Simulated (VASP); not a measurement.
# AlTl2PdC6N6 (Fm-3m) in VASP: single point with PBE

Aim: the single point of AlTl2PdC6N6 with PBE.

Everything below comes from runs of VASP 6.6.1. Logs are shortened: lines on timing, memory, paths and dates and some standing lists are left out, and cuts for length are marked.

### 1 The cell of the first run

The structure is cubic, space group Fm-3m (No. 225). The conventional cell has a = 10.150 Å, b = 10.150 Å, c = 10.150 Å, α = 90.00°, β = 90.00°, γ = 90.00°. Within 2.5 Å of Al (site symmetry m-3m) lie 6 C at 1.87 Å. Within 4.8 Å of Tl (site symmetry -43m) lie 12 N at 3.62 Å and 12 C at 3.65 Å and 4 Al at 4.40 Å and 4 Pd at 4.40 Å. Within 2.7 Å of Pd (site symmetry m-3m) lie 6 N at 2.03 Å. C (site symmetry 4mm) has 1 N at 1.17 Å within 1.6 Å. Within 1.6 Å of N (site symmetry 4mm) lie 1 C at 1.17 Å.

### 2 Single point, PBE, collinear spin

INCAR

```
SYSTEM = AlTl2PdC6N6
ALGO = Normal
EDIFF = 1E-6
ENCUT = 520
GGA = PE
ISIF = 2
ISMEAR = 0
ISPIN = 2
LASPH = .TRUE.
LCHARG = .FALSE.
LMAXMIX = 4
LORBIT = 11
LREAL = Auto
LWAVE = .FALSE.
MAGMOM = 0 0 0 1 0 0 0 0 0 0 0 0 0 0 0 0
NBANDS = 64
NELM = 150
PREC = Accurate
SIGMA = 0.1
```

KPOINTS

```
k-points
0
G
  4 4 4
  0 0 0
```

POSCAR

```
AlTl2PdC6N6
1.0
    0.0000000000      5.0750000000      5.0750000000
    5.0750000000      0.0000000000      5.0750000000
    5.0750000000      5.0750000000      0.0000000000
Al Tl Pd C N
1 2 1 6 6
Direct
    0.0000000000      0.0000000000      0.0000000000
    0.2500000000      0.2500000000      0.2500000000
    0.7500000000      0.7500000000      0.7500000000
    0.5000000000      0.5000000000      0.5000000000
    0.8152709400      0.1847290600      0.1847290600
    0.1847290600      0.8152709400      0.1847290600
    0.1847290600      0.1847290600      0.8152709400
    0.1847290600      0.8152709400      0.8152709400
    0.8152709400      0.1847290600      0.8152709400
    0.8152709400      0.8152709400      0.1847290600
    0.7000000000      0.3000000000      0.3000000000
    0.3000000000      0.7000000000      0.3000000000
    0.3000000000      0.3000000000      0.7000000000
    0.3000000000      0.7000000000      0.7000000000
    0.7000000000      0.3000000000      0.7000000000
    0.7000000000      0.7000000000      0.3000000000
```

Potentials or basis: VASP PAW PBE potentials, release 64 (Al, Tl_d, Pd, C, N).

Started as:

```console
cat potpaw_PBE.64/Al/POTCAR potpaw_PBE.64/Tl_d/POTCAR potpaw_PBE.64/Pd/POTCAR potpaw_PBE.64/C/POTCAR potpaw_PBE.64/N/POTCAR > POTCAR
mpirun -np 1 vasp_std > vasp.out
```

OUTCAR:

```text
SYSTEM = AlTl2PdC6N6
   EDIFF = 1E-6
   ENCUT = 520
   GGA = PE
   ISIF = 2
   ISMEAR = 0
   ISPIN = 2
   LASPH = .TRUE.
   LORBIT = 11
   LREAL = Auto
   NELM = 150
   PREC = Accurate

 ion  position               nearest neighbor table
   1  0.000  0.000  0.000-   5 1.87   6 1.87   7 1.87   8 1.87   9 1.87  10 1.87
   2  0.250  0.250  0.250-
   3  0.750  0.750  0.750-
   4  0.500  0.500  0.500-  11 2.03  12 2.03  13 2.03  14 2.03  15 2.03  16 2.03
   5  0.815  0.185  0.185-  11 1.17   1 1.87
   6  0.185  0.815  0.185-  12 1.17   1 1.87
   7  0.185  0.185  0.815-  13 1.17   1 1.87
   8  0.185  0.815  0.815-  14 1.17   1 1.87
   9  0.815  0.185  0.815-  15 1.17   1 1.87
  10  0.815  0.815  0.185-  16 1.17   1 1.87
  11  0.700  0.300  0.300-   5 1.17   4 2.03
  12  0.300  0.700  0.300-   6 1.17   4 2.03
  13  0.300  0.300  0.700-   7 1.17   4 2.03
  14  0.300  0.700  0.700-   8 1.17   4 2.03
  15  0.700  0.300  0.700-   9 1.17   4 2.03
  16  0.700  0.700  0.300-  10 1.17   4 2.03

  LATTYP: Found a face centered cubic cell.
 ALAT       =    10.1500000000

  Lattice vectors:

 A1 = (   0.0000000000,   5.0750000000,   5.0750000000)
 A2 = (   5.0750000000,   0.0000000000,   5.0750000000)
 A3 = (   5.0750000000,   5.0750000000,   0.0000000000)

Analysis of symmetry for initial positions (statically):
=====================================================================
 Subroutine PRICEL returns:
 Original cell was already a primitive cell.

 Routine SETGRP: Setting up the symmetry group for a
 face centered cubic supercell.

 Subroutine GETGRP returns: Found 48 space group operations
 (whereof 48 operations were pure point group operations)
 out of a pool of 48 trial point group operations.

The static configuration has the point symmetry O_h .

Analysis of symmetry for dynamics (positions and initial velocities):
=====================================================================
 Subroutine PRICEL returns:
 Original cell was already a primitive cell.

 Routine SETGRP: Setting up the symmetry group for a
 face centered cubic supercell.

 Subroutine GETGRP returns: Found 48 space group operations
 (whereof 48 operations were pure point group operations)
 out of a pool of 48 trial point group operations.

The dynamic configuration has the point symmetry O_h .
[... 161 lines left out ...]
   NGX = 27   NGY = 27   NGZ = 27

 number of electron      92.9999999 magnetization       0.0028937

 number of electron      92.9999999 magnetization      -0.0001814

 Free energy of the ion-electron system (eV)
  ---------------------------------------------------
  ext. energy  EPLUGINS =         0.00000000
  ---------------------------------------------------
  free energy    TOTEN  =      -108.19353324 eV

  energy without entropy =     -108.07636857  energy(sigma->0) =     -108.13495091

 E-fermi :   4.7129     XC(G=0):  -8.8837

 val. band max:        4.7028957900   @ k =  -0.2500   0.2500   0.0000
 cond. band min:       4.7218845008   @ k =   0.2500   0.0000   0.0000
 fundamental gap:      0.0189887108
 Fermi energy:         4.7128874311

 spin component 1

 k-point     1 :       0.0000    0.0000    0.0000
  band No.  band energies     occupation
      1     -15.6515      1.00000
      2     -15.3268      1.00000
      3     -15.3268      1.00000
      4     -15.3268      1.00000
      5     -15.2562      1.00000
      6     -15.2562      1.00000
[... 477 lines left out ...]
     57       7.0769      0.00000
     58       7.0901      0.00000
 Fermi energy:         4.7128874311

 spin component 2

 k-point     1 :       0.0000    0.0000    0.0000
  band No.  band energies     occupation
      1     -15.6515      1.00000
      2     -15.3268      1.00000
      3     -15.3268      1.00000
      4     -15.3268      1.00000
      5     -15.2561      1.00000
      6     -15.2561      1.00000
[... 477 lines left out ...]
     57       7.0769      0.00000
     58       7.0901      0.00000
 [bands above 58 left out]

------------------------ aborting loop because EDIFF is reached ----------------------------------------

  FORCE on cell =-STRESS in cart. coord.  units (eV):
  Direction    XX          YY          ZZ          XY          YZ          ZX
  --------------------------------------------------------------------------------------
  -------------------------------------------------------------------------------------
  Total       25.6924087     25.6924087     25.6924087      0.0000000      0.0000000      0.0000000
  in kB      157.4625460    157.4625460    157.4625460      0.0000000      0.0000000      0.0000000
  external PRESSURE =     157.4625460 kB  Pullay stress =       0.0000000 kB

 VOLUME and BASIS-vectors are now :
 -----------------------------------------------------------------------------
  energy-cutoff  :      520.00
  volume of cell :      261.42
      direct lattice vectors                 reciprocal lattice vectors
     0.000000000  5.075000000  5.075000000    -0.098522167  0.098522167  0.098522167
     5.075000000  0.000000000  5.075000000     0.098522167 -0.098522167  0.098522167
     5.075000000  5.075000000  0.000000000     0.098522167  0.098522167 -0.098522167

 POSITION                                       TOTAL-FORCE (eV/Angst)
 -----------------------------------------------------------------------------------
      0.00000      0.00000      0.00000         0.000000     -0.000000     -0.000000
      2.53750      2.53750      2.53750         0.000000     -0.000000      0.000000
      7.61250      7.61250      7.61250         0.000000     -0.000000      0.000000
      5.07500      5.07500      5.07500         0.000000     -0.000000      0.000000
      1.87500      5.07500      5.07500         2.047439     -0.000000      0.000000
      5.07500      1.87500      5.07500         0.000000      2.047439      0.000000
[... 8 lines left out ...]
      5.07500      7.10500      5.07500         0.000000      1.389175      0.000000
      5.07500      5.07500      7.10500         0.000000     -0.000000      1.389175
 -----------------------------------------------------------------------------------
    total drift:                                0.000000      0.000000      0.000000

  FREE ENERGIE OF THE ION-ELECTRON SYSTEM (eV)
  ---------------------------------------------------
  free  energy   TOTEN  =      -108.1935332400 eV

  energy  without entropy=     -108.0763685740  energy(sigma->0) =     -108.13495091

 total charge

# of ion       s       p       d       tot
------------------------------------------
    1        0.366   0.591   0.000   0.957
    2        1.315   0.091   9.665  11.071
    3        1.315   0.091   9.665  11.071
    4        0.482   0.837   8.544   9.863
    5        0.994   1.678   0.000   2.671
    6        0.994   1.678   0.000   2.671
[... 8 lines left out ...]
   15        1.318   2.572   0.000   3.890
   16        1.318   2.572   0.000   3.890
--------------------------------------------------
tot         17.349  27.110  27.874  72.332

 magnetization (x)

# of ion       s       p       d       tot
------------------------------------------
    1       -0.000   0.000   0.000   0.000
    2       -0.000  -0.000   0.000  -0.000
    3       -0.000  -0.000   0.000  -0.000
    4       -0.000  -0.000   0.000   0.000
    5        0.000   0.000   0.000   0.000
    6        0.000   0.000   0.000   0.000
[... 8 lines left out ...]
   15        0.000   0.000   0.000   0.000
   16        0.000   0.000   0.000   0.000
--------------------------------------------------
tot          0.000   0.000   0.000   0.001
```

stdout:

```text
POSCAR found type information on POSCAR AlTlPdC N
 POSCAR found :  5 types and      16 ions
 scaLAPACK will be used
 LDA part: xc-table for (Slater+PW92), standard interpolation
 POSCAR, INCAR and KPOINTS ok, starting setup
 FFT: planning ... GRIDC
 FFT: planning ... GRID_SOFT
 FFT: planning ... GRID
 WAVECAR not read
 entering main loop
```

Wall time 10 min (1 thread of AMD EPYC 7R43 (Zen 3), shared host); peak memory 0.58 GiB.

Results:

| Quantity | Value |
| --- | --- |
| Free energy | -108.1935 eV |
| Pressure | 15.7 GPa |
| Largest force | 2.047 eV/Å |
| Net moment | 0.00 μB per cell |
| Valence electrons inside the program's atomic spheres | Al 0.96; Tl 11.07; Pd 9.86; C 2.67; N 3.89 |

Forces in eV/Å, atoms in the order of the input:
```
Al   0.000  0.000  0.000
Tl   0.000  0.000  0.000
Tl   0.000  0.000  0.000
Pd   0.000  0.000  0.000
C    2.047  0.000  0.000
C    0.000  2.047  0.000
C    0.000  0.000  2.047
C   -2.047  0.000  0.000
C    0.000 -2.047  0.000
C    0.000  0.000 -2.047
N   -1.389  0.000  0.000
N    0.000 -1.389  0.000
N    0.000  0.000 -1.389
N    1.389  0.000  0.000
N    0.000  1.389  0.000
N    0.000  0.000  1.389
```

Levels at points of the mesh, in eV from the Fermi level:
Spin up:
| k point | band 42 | band 43 | band 44 | band 45 | band 46 | band 47 | band 48 | band 49 | band 50 | band 51 |
| --- | --- | --- | --- | --- | --- | --- | --- | --- | --- | --- |
| (0.00, 0.00, 0.00) | -5.25 | -4.20 | -4.20 | -4.20 | 0.07 | 0.07 | 0.60 | 0.60 | 0.60 | 1.22 |
| (0.50, 0.00, 0.00) | -4.75 | -3.67 | -3.67 | -3.51 | -0.24 | -0.05 | -0.05 | 0.27 | 0.27 | 0.46 |
| (0.50, 0.50, 0.00) | -5.01 | -4.07 | -3.45 | -3.45 | -0.21 | -0.07 | 0.09 | 0.51 | 0.51 | 0.60 |
Spin down:
| k point | band 44 | band 45 | band 46 | band 47 | band 48 | band 49 |
| --- | --- | --- | --- | --- | --- | --- |
| (0.00, 0.00, 0.00) | -4.20 | -4.20 | 0.07 | 0.07 | 0.60 | 0.60 |
| (0.50, 0.00, 0.00) | -3.67 | -3.51 | -0.24 | -0.05 | -0.05 | 0.27 |
| (0.50, 0.50, 0.00) | -3.45 | -3.45 | -0.21 | -0.07 | 0.09 | 0.51 |

Caveat: the cell stands under pressure; spin-orbit coupling is left out, which moves the levels of the heavy elements; forces of over 1 eV/Å act on the atoms, so gaps and moduli don't describe the material at rest.
